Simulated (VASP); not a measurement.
# YTl2 (Fm-3m) in VASP: notebook

YTl2 is run at these levels: PBE; tasks: single point, relaxation of cell and atoms.

All numbers are computed with VASP 6.6.1; they aren't measurements. Logs are shortened: lines on timing, memory, paths and dates and some standing lists are left out, and cuts for length are marked.

## 1. The cell of the first run

The structure is cubic, space group Fm-3m (No. 225). Conventional cell: a = 7.283 Å, b = 7.283 Å, c = 7.283 Å, α = 90.00°, β = 90.00°, γ = 90.00°. Within 4.1 Å of Y (site symmetry m-3m) lie 8 Tl at 3.15 Å. Tl (site symmetry -43m) has 4 Y at 3.15 Å and 6 Tl at 3.64 Å within 4.1 Å.

## 2. Single point, PBE

INCAR reads:

```
PREC     = Accurate       # precision mode
ENCUT    = 520            # plane-wave cutoff, eV
EDIFF    = 1E-7           # SCF threshold, eV
ISMEAR   = 0              # smearing method
SIGMA    = 0.1            # smearing width, eV
LREAL    = False          # projectors in reciprocal space
LASPH    = True           # aspherical terms in the spheres
NELM     = 60             # most SCF steps
ALGO     = Fast           # electronic algorithm
ISIF     = 2              # what is computed and relaxed
LWAVE    = False          # write WAVECAR
LCHARG   = False          # write CHGCAR
GGA      = PE             # functional
NBANDS   = 26             # bands
```

KPOINTS reads:

```
Automatic mesh
0
Gamma
  12 12 12
```

POSCAR reads:

```
YTl2
1.0
    0.0000000000      3.6416249962      3.6416249962
    3.6416249962      0.0000000000      3.6416249962
    3.6416249962      3.6416249962      0.0000000000
Y Tl
1 2
Direct
    0.0000000000      0.0000000000      0.0000000000
    0.2500000000      0.2500000000      0.2500000000
    0.7500000000      0.7500000000      0.7500000000
```

Potentials or basis: VASP PAW PBE potentials, release 64 (Y_sv, Tl_d).

Started as:

```sh
$ cat potpaw_PBE.64/Y_sv/POTCAR potpaw_PBE.64/Tl_d/POTCAR > POTCAR
$ mpirun -np 1 vasp_std > vasp.out
```

OUTCAR:

```text
PREC = Accurate
   ENCUT = 520
   EDIFF = 1E-7
   ISMEAR = 0
   LREAL = False
   LASPH = True
   NELM = 60
   ISIF = 2
   GGA = PE

 ion  position               nearest neighbor table
   1  0.000  0.000  0.000-   3 3.15   3 3.15   3 3.15   2 3.15   3 3.15   2 3.15   2 3.15   2 3.15

   2  0.250  0.250  0.250-   1 3.15   1 3.15   1 3.15   1 3.15   3 3.64   3 3.64   3 3.64   3 3.64
                             3 3.64   3 3.64
   3  0.750  0.750  0.750-   1 3.15   1 3.15   1 3.15   1 3.15   2 3.64   2 3.64   2 3.64   2 3.64
                             2 3.64   2 3.64

  LATTYP: Found a face centered cubic cell.
 ALAT       =     7.2832499924

  Lattice vectors:

 A1 = (   0.0000000000,   3.6416249962,   3.6416249962)
 A2 = (   3.6416249962,   0.0000000000,   3.6416249962)
 A3 = (   3.6416249962,   3.6416249962,   0.0000000000)

Analysis of symmetry for initial positions (statically):
=====================================================================
 Subroutine PRICEL returns:
 Original cell was already a primitive cell.

 Routine SETGRP: Setting up the symmetry group for a
 face centered cubic supercell.

 Subroutine GETGRP returns: Found 48 space group operations
 (whereof 48 operations were pure point group operations)
 out of a pool of 48 trial point group operations.

The static configuration has the point symmetry O_h .

Analysis of symmetry for dynamics (positions and initial velocities):
=====================================================================
 Subroutine PRICEL returns:
 Original cell was already a primitive cell.

 Routine SETGRP: Setting up the symmetry group for a
 face centered cubic supercell.

 Subroutine GETGRP returns: Found 48 space group operations
 (whereof 48 operations were pure point group operations)
 out of a pool of 48 trial point group operations.

The dynamic configuration has the point symmetry O_h .

 Subroutine INISYM returns: Found 48 space group operations
 (whereof 48 operations are pure point group operations),
 and found     1 'primitive' translations

----------------------------------------------------------------------------------------

                                     Primitive cell

  volume of cell :      96.5863

  direct lattice vectors                    reciprocal lattice vectors
     0.000000000  3.641624996  3.641624996    -0.137301342  0.137301342  0.137301342
     3.641624996  0.000000000  3.641624996     0.137301342 -0.137301342  0.137301342
     3.641624996  3.641624996  0.000000000     0.137301342  0.137301342 -0.137301342

  length of vectors
[... 87 lines left out ...]
   NSW    =      0    number of steps for IOM
   IBRION =     -1    ionic relax: 0-MD 1-quasi-New 2-CG
   NFREE  =      0    steps in history (QN), initial steepest desc. (CG)
   ISIF   =      2    stress and relaxation
   ISYM   =      2    0-nonsym 1-usesym 2-fastsym
   POTIM  = 0.5000    time-step for ionic-motion
   TEBEG  =    0.0;   TEEND  =   0.0 temperature during run
   PSTRESS=    0.0 pullay stress
   NELECT =      37.0000    total number of electrons
   NUPDOWN=      -1.0000    fix difference up-down
   EMIN   =  10.00;   EMAX   =-10.00  energy-range for DOS
   EFERMI =   0.00;   METHOD = LEGACY
   ISMEAR =     0;   SIGMA  =   0.10  broadening in eV -4-tet -1-fermi 0-gaus
   EFERMI_NEDOS =   21; number of points for ismear=-14 and -15
   IALGO  =     68    algorithm
   IMIX   =      4    mixing-type and parameters
     AMIX     =   0.40;   BMIX     =  1.00
     AMIX_MAG =   1.60;   BMIX_MAG =  1.00
  volume/ion in A,a.u.               =      32.20       217.27
  Fermi-wavevector in a.u.,A,eV,Ry     =   1.188968  2.246824 19.233808  1.413645
  Thomas-Fermi vector in A             =   2.325086
   LORBIT       =      0    0 simple, 1 ext, 2 COOP (PROOUT), +10 PAW based schemes
   GGA     = PE    functional components
   LHFCALC =     F    Hartree Fock is set to
   AEXX    =    0.0000 exact exchange contribution
   IVDW    =     0    specifies the selected vdW correction
   LEPSILON=     F    determine dielectric tensor
   LRPA    =     F    only Hartree local field effects (RPA)
 non-spin polarized calculation
 RMM-DIIS sequential band-by-band and
 Gauss-broadening in eV      SIGMA  =   0.10
  energy-cutoff  :      520.00
  volume of cell :       96.59
 maximum number of plane-waves:      2661
 NGX is ok and might be reduce to    40
   NGX = 19   NGY = 19   NGZ = 19

 number of electron      36.9999997 magnetization

 Free energy of the ion-electron system (eV)
  ---------------------------------------------------
  ext. energy  EPLUGINS =         0.00000000
  ---------------------------------------------------
  free energy    TOTEN  =       -10.93393255 eV

  energy without entropy =      -10.92232515  energy(sigma->0) =      -10.92812885

 E-fermi :   4.4329     XC(G=0):  -9.4315

 val. band max:        4.4253310008   @ k =   0.5000   0.1667   0.0833
 cond. band min:       4.4766120473   @ k =  -0.3333   0.1667   0.0000
 fundamental gap:      0.0512810465
 Fermi energy:         4.4328720087

 k-point     1 :       0.0000    0.0000    0.0000
  band No.  band energies     occupation
      1     -38.7369      2.00000
      2     -18.7464      2.00000
      3     -18.7464      2.00000
      4     -18.7464      2.00000
      5      -7.1031      2.00000
      6      -7.1031      2.00000
[... 685 lines left out ...]
     25       9.3488      0.00000
     26      11.0542      0.00000

 [... further k-points ...]

------------------------ aborting loop because EDIFF is reached ----------------------------------------

  FORCE on cell =-STRESS in cart. coord.  units (eV):
  Direction    XX          YY          ZZ          XY          YZ          ZX
  --------------------------------------------------------------------------------------
  -------------------------------------------------------------------------------------
  Total       -0.0293882     -0.0293882     -0.0293882      0.0000000     -0.0000000     -0.0000000
  in kB       -0.4874920     -0.4874920     -0.4874920      0.0000000     -0.0000000     -0.0000000
  external PRESSURE =      -0.4874920 kB  Pullay stress =       0.0000000 kB

 VOLUME and BASIS-vectors are now :
 -----------------------------------------------------------------------------
  energy-cutoff  :      520.00
  volume of cell :       96.59
      direct lattice vectors                 reciprocal lattice vectors
     0.000000000  3.641624996  3.641624996    -0.137301342  0.137301342  0.137301342
     3.641624996  0.000000000  3.641624996     0.137301342 -0.137301342  0.137301342
     3.641624996  3.641624996  0.000000000     0.137301342  0.137301342 -0.137301342

 POSITION                                       TOTAL-FORCE (eV/Angst)
 -----------------------------------------------------------------------------------
      0.00000      0.00000      0.00000        -0.000000     -0.000000     -0.000000
      1.82081      1.82081      1.82081         0.000000      0.000000      0.000000
      5.46244      5.46244      5.46244        -0.000000     -0.000000     -0.000000
 -----------------------------------------------------------------------------------
    total drift:                               -0.000000     -0.000000      0.000000

  FREE ENERGIE OF THE ION-ELECTRON SYSTEM (eV)
  ---------------------------------------------------
  free  energy   TOTEN  =       -10.9339325544 eV

  energy  without entropy=      -10.9223251454  energy(sigma->0) =      -10.92812885
```

stdout:

```text
[... 29 lines left out ...]
```

Wall time 6.7 min (1 thread of Intel Xeon Platinum 8488C (Sapphire Rapids), shared host); peak memory 0.38 GiB.

Results:

| Quantity | Value |
| --- | --- |
| Free energy | -10.9339 eV |
| Pressure | 0.0 GPa |
| Band gap on the k mesh | zero (an odd number of electrons rules out a gap without spin polarisation) |

Caveat: spin-orbit coupling is left out, which moves the levels of the heavy elements.

## 3. Relaxation of cell and atoms, PBE

This run uses another cell than the first one, of 32.40 Å³/atom.

INCAR reads:

```
SYSTEM = YTl2
PREC = Accurate
ENCUT = 600
EDIFF = 1E-7
ISMEAR = 0
SIGMA = 0.1
LREAL = .False.
LASPH = .True.
NELM = 80
ALGO = Fast
ISIF = 3
LWAVE = .False.
LCHARG = .False.
GGA = PE
IBRION = 2
NSW = 100
EDIFFG = -0.01
```

KPOINTS reads:

```
Automatic mesh
0
Gamma
  12 12 12
  0 0 0
```

POSCAR reads:

```
YTl2
1.0
    0.0000000000      3.6493557759      3.6493557759
    3.6493557759      0.0000000000      3.6493557759
    3.6493557759      3.6493557759      0.0000000000
Y Tl
1 2
Direct
    0.0000000000      0.0000000000      0.0000000000
    0.2500000000      0.2500000000      0.2500000000
    0.7500000000      0.7500000000      0.7500000000
```

Potentials or basis: VASP PAW PBE potentials, release 64 (Y_sv, Tl_d).

Started as:

```sh
$ cat potpaw_PBE.64/Y_sv/POTCAR potpaw_PBE.64/Tl_d/POTCAR > POTCAR
$ mpirun -np 1 vasp_std > vasp.out
```

It took 11 min on 1 thread of Intel Xeon Platinum 8488C (Sapphire Rapids), shared host; peak memory 0.42 GiB.

The run converged. Its results:

```
Free energy                           : -10.9340 eV
Relaxed volume                        : 32.17 Å³/atom
Relaxed cell                          : a = 5.149 Å, b = 5.149 Å, c = 5.149 Å, α = 60.00°, β = 60.00°, γ = 60.00°
Space group after relaxing (to 0.1 Å) : Fm-3m (No. 225)
Energy gained by relaxing             : 0.2 meV/atom
Ionic steps                           : 2
Pressure after relaxing               : 0.0 GPa
Band gap on the k mesh                : zero (an odd number of electrons rules out a gap without spin polarisation)
```

The path:
```csv
step,energy change (eV),largest force (eV/Å),pressure (GPa),volume (Å³)
1,0.0000,0.0000,-0.24,97.20
2,-0.0005,0.0000,0.02,96.51
```

Final structure:
```
CELL_PARAMETERS angstrom
0.00000 3.64065 3.64065
3.64065 0.00000 3.64065
3.64065 3.64065 0.00000
ATOMIC_POSITIONS crystal
Y 0.00000 0.00000 0.00000
Tl 0.25000 0.25000 0.25000
Tl 0.75000 0.75000 0.75000
```

Levels at points of the mesh, in eV from the Fermi level:
```
           k point  band 17  band 18  band 19  band 20  band 21  band 22
(0.00, 0.00, 0.00)    -1.13    -1.13    -1.13     1.94     1.94     4.38
(0.50, 0.00, 0.00)    -0.40    -0.40     0.48     1.54     1.78     1.78
(0.50, 0.50, 0.00)    -2.92    -0.58    -0.58     1.52     1.52     1.80
```

Caveat: spin-orbit coupling is left out, which moves the levels of the heavy elements.

The gap in the log of VASP goes by the Fermi energy; the results here count the filled bands.